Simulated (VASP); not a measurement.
Here is a VASP 6.6.1 calculation.

File INCAR:

```
SYSTEM = ZnS
PREC = Accurate ; ENCUT = 520
EDIFF = 1E-6 ; ISMEAR = -1
SIGMA = 0.05 ; LREAL = .FALSE.
LASPH = .TRUE. ; NELM = 60
ALGO = Normal ; ISIF = 2
LWAVE = .FALSE. ; LCHARG = .FALSE.
GGA = PS ; NBANDS = 16
```

Contents of KPOINTS:

```
Automatic mesh
0
G
  9 9 9
  0 0 0
```

The input POSCAR:

```
ZnS
1.0
    0.0000000000      2.6777714426      2.6777714426
    2.6777714426      0.0000000000      2.6777714426
    2.6777714426      2.6777714426      0.0000000000
Zn S
1 1
Direct
    0.7500000000      0.7500000000      0.7500000000
    0.0000000000      0.0000000000      0.0000000000
```

Potentials or basis: VASP PAW PBE potentials, release 64 (Zn, S).

Command:

```sh
$ cat potpaw_PBE.64/Zn/POTCAR potpaw_PBE.64/S/POTCAR > POTCAR
$ mpirun -np 1 vasp_std > vasp.out
```

Estimate the pressure.

0.2 GPa.

Estimate the band gap on the k mesh.

2.10 eV, direct.

Caveat: the PAW data sets were made with another functional, which shifts forces and pressure a little.

**The experiment to reproduce.**

From “Electronic, vibrational, and thermodynamic properties of ZnS (zincblende and rocksalt structure)”, 2009, arxiv:0911.5022, for a bulk crystal of ZnS at 19 K: band gap 3.85 eV (direct).

Measured gap of ZnS: 3.85 eV (direct; 19 K; quoted in “Electronic, vibrational, and thermodynamic properties of ZnS (zincblende and rocksalt structure)”, 2009, arxiv:0911.5022). This calculation gives 2.10 eV (-1.75 eV). The value is that of PBEsol, without temperature or zero-point motion. Semilocal functionals fall short of measured gaps as a rule.
